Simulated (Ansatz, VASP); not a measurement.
One calculation of Ba, two programs

Contents of INCAR:

```
ALGO = Fast ; EDIFF = 1E-7
ENCUT = 520 ; GGA = PE
ISIF = 2 ; ISMEAR = -1
LASPH = T ; LCHARG = F
LREAL = F ; LWAVE = F
NBANDS = 11 ; NELM = 100
PREC = Accurate ; SIGMA = 0.05
```

KPOINTS

```
k-points
0
Gamma
  8 8 8
```

POSCAR

```
Ba
1.0
   -2.4896773455      2.4896773455      2.4896773455
    2.4896773455     -2.4896773455      2.4896773455
    2.4896773455      2.4896773455     -2.4896773455
Ba
1
Direct
    0.0000000000      0.0000000000      0.0000000000
```

The input input.yaml:

```yaml
crystal:
  lattice:
    - [-2.4896773455, 2.4896773455, 2.4896773455]
    - [2.4896773455, -2.4896773455, 2.4896773455]
    - [2.4896773455, 2.4896773455, -2.4896773455]
  atoms:
    - { symbol: Ba, position: [0.0, 0.0, 0.0] }
hamiltonian:
  xc: pbe
  pseudopotentials: { kind: paw, accuracy: standard }
kpoints:
  mp_grid: { grid: [8, 8, 8] }
scf:
  occupations: { method: fermi_dirac, width: 0.05 }
output:
  forces: true
  stress: true
  eigenvalues: true
```

Alike in both runs: task single point; functional PBE; k mesh 8 × 8 × 8; occupations fermi-dirac, width 0.05 eV; no spin polarisation.

|  | VASP | Ansatz |
| --- | --- | --- |
| version | VASP 6.6.1 | Ansatz 0.2.0 |
| potentials or method | VASP PAW PBE potentials, release 64 (Ba_sv) | SSSP efficiency PAW |
| plane-wave cutoff (eV) | 520 | 408 |
| valence electrons in the cell | 10 | 10 |

```csv
,VASP,Ansatz,Ansatz less VASP
gap on the k mesh at the Fermi level (eV),none,none,-
pressure (GPa),0.2,0.2,-0.03
```

A gap of «none» marks a metal or a gap that the smearing closes. The functional is the same, so the differences come from potentials, cutoffs and numerics.

Neither program's run includes spin-orbit coupling.
